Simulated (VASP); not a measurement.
Runs of VASP 6.6.1 on KNaICl. The structure is that of space group P4/mmm (No. 123), or close to it. The cells are those of the table. 

```tsv
cell	gap on the mesh (eV)	pressure (GPa)
a = 4.162, b = 4.162, c = 6.976 Å, 4 atoms	3.99	1.2
a = 4.400, b = 4.400, c = 6.261 Å, 4 atoms	(a)	0.1
a = 4.558, b = 4.558, c = 5.784 Å, 4 atoms	3.59	(c)
a = 4.241, b = 4.241, c = 6.738 Å, 4 atoms	(b)	0.4
a = 4.479, b = 4.479, c = 6.023 Å, 4 atoms	3.82	0.6
a = 4.083, b = 4.083, c = 7.214 Å, 4 atoms	(d)	2.3
```

Alike in all rows: task single point; level LDA; potentials or basis VASP PAW LDA potentials, release 64 (K_sv, Na_pv, I, Cl); no spin polarisation; k mesh 6 × 6 × 4; cutoff (eV) 520; smearing gaussian 0.05 eV.

Task: Estimate the missing entries.

Result: (a) 3.97; (b) 4.00; (c) 1.7; (d) 3.95.

Caveats: spin-orbit coupling is left out, which moves the levels of the heavy elements.

A k mesh can miss the band edges, and the runs leave out spin-orbit coupling on I.
